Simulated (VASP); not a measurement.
Input of a VASP 6.6.1 run:

File POSCAR:

```
BaTiO3
1.0
    7.9069839000      0.0000000000      0.0000000000
    0.0000000000      3.9534919500      0.0000000000
    0.0000000000      0.0000000000      3.9534919500
Ba Ti O
2 2 6
Direct
    0.2500000000      0.5000000000      0.5000000000
    0.7500000000      0.5000000000      0.5000000000
    0.0000000000      0.0000000000      0.0000000000
    0.5000000000      0.0000000000      0.0000000000
    0.2500000000      0.0000000000      0.0000000000
    0.7500000000      0.0000000000      0.0000000000
    0.0000000000      0.5000000000      0.0000000000
    0.5000000000      0.5000000000      0.0000000000
    0.0000000000      0.0000000000      0.5000000000
    0.5000000000      0.0000000000      0.5000000000
```

INCAR.step1

```
SYSTEM = BaTiO3
ALGO = Normal ; EDIFF = 1E-5
EDIFFG = -0.005 ; ENCUT = 660
GGA = PE ; GGA_COMPAT = .False.
IBRION = 2 ; ISIF = 3
ISMEAR = 1 ; KPAR = 4
LASPH = .True. ; LCHARG = .False.
LREAL = .False. ; LWAVE = .True.
NELM = 120 ; NELMIN = 4
NSW = 100 ; PREC = Accurate
SIGMA = 0.0141
```

INCAR.step2

```
SYSTEM = BaTiO3
ALGO = Normal ; EDIFF = 1E-7
EDIFFG = -0.03 ; ENCUT = 660
GGA_COMPAT = .False. ; IBRION = 2
ISIF = 3 ; ISMEAR = 1
ISTART = 1 ; KPAR = 4
LASPH = .True. ; LCHARG = .False.
LMIXTAU = .True. ; LREAL = .False.
LWAVE = .False. ; METAGGA = R2SCAN
NELM = 120 ; NELMIN = 4
NSW = 60 ; PREC = Accurate
SIGMA = 0.0141
```

KPOINTS

```
k-points
0
Gamma
  4 6 6
  0 0 0
```

Potentials or basis: VASP PAW PBE potentials, release 64 (Ba_sv, Ti_sv, O).

The run is started by

```bash
$ cat potpaw_PBE.64/Ba_sv/POTCAR potpaw_PBE.64/Ti_sv/POTCAR potpaw_PBE.64/O/POTCAR > POTCAR
$ cp INCAR.step1 INCAR
$ mpirun -np 4 vasp_std > vasp.out
$ cp INCAR.step2 INCAR
$ mpirun -np 4 vasp_std > vasp.out
```

(1) Estimate the relaxed cell.

(2) Estimate the band gap on the k mesh.

## Answers

(1) a = 8.015 Å, b = 4.008 Å, c = 4.008 Å, α = 90.00°, β = 90.00°, γ = 90.00°.

(2) 2.13 eV.

Caveat: spin-orbit coupling is left out, which moves the levels of the heavy elements.
